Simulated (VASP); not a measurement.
**Te2Mo: single point with LDA**

The system is Te2Mo, a slab with vacuum.

```
Te Mo
1.0
     3.53634    0.00000    0.00000
    -1.76817    3.06256    0.00000
     0.00000    0.00000   17.40644
Te Mo
2 1
Direct
  0.33333 0.66667 0.10214
  0.33333 0.66667 0.89786
  0.00000 0.00000 0.00000
```

```json
{"Program": "VASP 6.6.1", "Task": "single point", "Functional": "LDA", "Potentials or basis": "VASP PAW LDA potentials, release 64 (Te, Mo_sv)", "Cutoff": "520 eV", "k mesh": "9 × 9 × 2", "Occupations": "fermi-dirac, width 0.05 eV", "Spin": "no spin polarisation", "Dipole correction": "no", "Further INCAR settings": "ALGO = Normal; EDIFF = 1e-07; NBANDS = 20"}
```

```
Largest force          : 0.082 eV/Å
Band gap on the k mesh : 1.08 eV
```

Forces in eV/Å, atoms in the order of the input:
```
Te   0.000  0.000 -0.082
Te   0.000  0.000  0.082
Mo   0.000  0.000  0.000
```

Levels at points of the mesh, in eV from the valence-band top:
```csv
k point,band 10,band 11,band 12,band 13,band 14,band 15,band 16,band 17
"(0.00, 0.00, 0.00)",-1.61,-0.90,-0.90,-0.38,3.16,3.16,3.48,3.48
"(0.00, 0.00, 0.50)",-1.61,-0.90,-0.90,-0.38,3.16,3.16,3.48,3.48
```

Run time: 3.2 min on 1 thread of AMD EPYC 7R13 (shared host), peak memory 0.27 GiB.

Caveat: there is no dipole correction, which matters where the two faces differ; spin-orbit coupling is left out, which moves the levels of the heavy elements.
